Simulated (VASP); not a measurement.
A run of VASP 6.6.1 is set up as follows.

The input INCAR:

```
PREC     = Accurate       # precision mode
ENCUT    = 550            # plane-wave cutoff, eV
EDIFF    = 1E-6           # SCF threshold, eV
ISMEAR   = 0              # smearing method
SIGMA    = 0.2            # smearing width, eV
LREAL    = F              # projectors in reciprocal space
LASPH    = T              # aspherical terms in the spheres
NELM     = 120            # most SCF steps
ALGO     = Normal         # electronic algorithm
ISIF     = 2              # what is computed and relaxed
LWAVE    = F              # write WAVECAR
LCHARG   = F              # write CHGCAR
GGA      = CA             # functional
NBANDS   = 16             # bands
GGA_COMPAT= F
```

The input KPOINTS:

```
Automatic mesh
0
Gamma
  11 11 11
```

The input POSCAR:

```
Hg
1.0
    1.7463233735      1.0082402698      2.1478810803
   -1.7463233735      1.0082402698      2.1478810803
    0.0000000000     -2.0164805396      2.1478810803
Hg
1
Direct
    0.0000000000      1.0000000000      0.0000000000
```

Potentials or basis: VASP PAW LDA potentials, release 64 (Hg_sv_GW).

Command:

```console
$ cat potpaw_LDA.64/Hg_sv_GW/POTCAR > POTCAR
$ mpirun -np 1 vasp_std > vasp.out
```

(1) What does it give for the band gap on the k mesh?

(2) Estimate the pressure.

## Answers

(1) zero (bands 10 and 11 overlap by 2.74 eV).

(2) 0.0 GPa.

Caveat: spin-orbit coupling is left out, which moves the levels of the heavy elements.
